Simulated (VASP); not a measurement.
# Fe: single point with PBE

Fe:

```
CELL_PARAMETERS angstrom
-1.44750 1.44750 1.44750
1.44750 -1.44750 1.44750
1.44750 1.44750 -1.44750
ATOMIC_POSITIONS crystal
Fe 0.00000 0.00000 0.00000
```

```yaml
Program: VASP 6.6.1
Task: single point
Functional: PBE
Potentials_or_basis: VASP PAW PBE potentials, release 64 (Fe)
Cutoff: 600 eV
k_mesh: 13 × 13 × 13
Occupations: fermi-dirac, width 0.05 eV
Spin: collinear spin, ferromagnetic start
Starting_moments: "[1.56] μB"
Fixed_moment: 1.56 μB
Dipole_correction: no
Further_INCAR_settings: ALGO = Normal; EDIFF = 1e-06; NBANDS = 14
```

```yaml
Pressure: -20.3 GPa
Net_moment: 1.56 μB per cell
Site_moments: Fe +1.58 μB
Valence_electrons_inside_the_program's_atomic_spheres: Fe 7.14
```

Wall time 47 s on 1 thread of Intel Xeon 8259CL, on a shared host, peak memory 0.15 GiB.

Caveat: the total moment is fixed, so each spin has its own Fermi level.
